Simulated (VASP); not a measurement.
Set up this calculation in VASP 6.6.1, as the native input.

* Task: single point
* Functional: PBE
* Potentials or basis: VASP PAW PBE potentials, release 64 (Ti_sv, O)
* Cutoff: 520 eV
* k mesh: 4 × 4 × 8
* Occupations: gaussian, width 0.01 eV
* Spin: no spin polarisation
* Dipole correction: no
* Further INCAR settings: ALGO = Normal; EDIFF = 1e-06; NBANDS = 33

The structure of TiO2 lies in POSCAR:

```
TiO2
1.0
    4.5963963008      0.0000000000      0.0000000000
    0.0000000000      4.5963963008      0.0000000000
    0.0000000000      0.0000000000      2.9341341012
Ti O
2 4
Direct
    0.0000000000      0.0000000000      0.0000000000
    0.5000000000      0.5000000000      0.5000000000
    0.3051320931      0.3051320931      0.0000000000
    0.1948679069      0.8051320931      0.5000000000
    0.8051320931      0.1948679069      0.5000000000
    0.6948679069      0.6948679069      0.0000000000
```

One way to write it, as run:

INCAR

```
  PREC = Accurate
  ENCUT = 520
  EDIFF = 1E-6
  ISMEAR = 0
  SIGMA = 0.01
  LREAL = False
  LASPH = True
  NELM = 60
  ALGO = Normal
  ISIF = 2
  LWAVE = False
  LCHARG = True
  GGA = PE
  LELF = True
  LVHAR = True
  NBANDS = 33
```

KPOINTS

```
regular mesh
0
Gamma
  4 4 8
```

Potentials or basis: VASP PAW PBE potentials, release 64 (Ti_sv, O).

Command:

```bash
$ cat potpaw_PBE.64/Ti_sv/POTCAR potpaw_PBE.64/O/POTCAR > POTCAR
$ mpirun -np 1 vasp_std > vasp.out
```

Results of the run:

| Property | Result |
| --- | --- |
| Pressure | 8.1 GPa |
| Largest force | 0.194 eV/Å |
| Band gap on the k mesh | 1.91 eV |

Caveat: the cell stands under pressure; the structure was generated, so it needn't be the stable form of TiO2.

Wall time 99 s on 1 thread of AMD EPYC 7R13, with other jobs on the host, peak memory 0.17 GiB.
